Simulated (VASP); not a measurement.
A run of VASP 6.6.1:

File INCAR:

```
SYSTEM = Ga2Sb3
PREC = Accurate
ENCUT = 520
EDIFF = 1E-6
ISMEAR = 0
SIGMA = 0.1
LREAL = .False.
LASPH = .True.
NELM = 80
ALGO = Normal
ISIF = 2
LWAVE = .False.
LCHARG = .True.
GGA = PE
LELF = .True.
LVHAR = .True.
NBANDS = 28
```

KPOINTS

```
Automatic mesh
0
Gamma
  6 6 6
  0 0 0
```

The input POSCAR:

```
Ga2Sb3
1.0
    2.1174034186      1.2224834337      8.5053393512
   -2.1174034186      1.2224834337      8.5053393512
    0.0000000000     -2.4449668674      8.5053393512
Ga Sb
2 3
Direct
    0.3918084627      0.3918084627      0.3918084627
    0.6081915373      0.6081915373      0.6081915373
    0.0000000000      0.0000000000      0.0000000000
    0.1996121455      0.1996121455      0.1996121455
    0.8003878545      0.8003878545      0.8003878545
```

Potentials or basis: VASP PAW PBE potentials, release 64 (Ga_d, Sb).

Command:

```bash
$ cat potpaw_PBE.64/Ga_d/POTCAR potpaw_PBE.64/Sb/POTCAR > POTCAR
$ mpirun -np 1 vasp_std > vasp.out
```

Hardware: 1 thread of Intel(R) Xeon(R) 6975P-C (Granite Rapids), on a shared host.

Q: Estimate the wall time of this run.

A: Run time: 5 min on 1 thread of Intel(R) Xeon(R) 6975P-C (Granite Rapids), on a shared host, peak memory 0.68 GiB. Counts: scf iterations 14, k points 32.
